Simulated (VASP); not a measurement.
Write the native input for VASP 6.6.1 that does the following.

| Item | Value |
| --- | --- |
| Task | single point |
| Functional | PBE |
| Potentials or basis | VASP PAW PBE potentials, release 64 (Ru_pv) |
| Cutoff | 520 eV |
| k mesh | 10 × 10 × 13 |
| Occupations | fermi-dirac, width 0.05 eV |
| Spin | collinear spin, ferromagnetic start |
| Starting moments | [1.0, 1.0, 1.0] μB |
| Dipole correction | no |
| Further INCAR settings | ALGO = Normal; EDIFF = 1e-07; NBANDS = 32 |

The structure of Ru lies in POSCAR:

```
Ru
1.0
    4.3249522305      0.0000000000      0.0000000000
   -2.1624761152      3.7455185018      0.0000000000
    0.0000000000      0.0000000000      2.7172717580
Ru
3
Direct
    1.0000000000      1.0000000000      0.0000000000
    0.3333333333      0.6666666667      0.5000000000
    0.6666666667      0.3333333333      0.5000000000
```

This isn't the form of Ru at room conditions, which is hcp.

One way to write it, as run:

INCAR

```
  PREC = Accurate
  ENCUT = 520
  EDIFF = 1E-7
  ISMEAR = -1
  SIGMA = 0.05
  LREAL = F
  LASPH = T
  NELM = 150
  ALGO = Normal
  ISIF = 2
  LWAVE = F
  LCHARG = F
  ISPIN = 2
  MAGMOM = 1 1 1
  LORBIT = 11
  LMAXMIX = 4
  GGA = PE
  NBANDS = 32
```

KPOINTS

```
Automatic mesh
0
Gamma
  10 10 13
```

Potentials or basis: VASP PAW PBE potentials, release 64 (Ru_pv).

Launch:

```sh
$ cat potpaw_PBE.64/Ru_pv/POTCAR > POTCAR
$ mpirun -np 1 vasp_std > vasp.out
```

Results of the run:

```
Pressure                                              : -10.6 GPa
Band gap on the k mesh                                : zero (filled and empty bands overlap)
Net moment                                            : 0.00 μB per cell
Valence electrons inside the program's atomic spheres : Ru 12.47, 12.60 (each value once)
```

Caveat: the cell stands under tension.

Wall time 2.2 min on 1 thread of Intel(R) Xeon(R) Platinum 8488C (Sapphire Rapids), with other jobs on the host, peak memory 0.29 GiB.
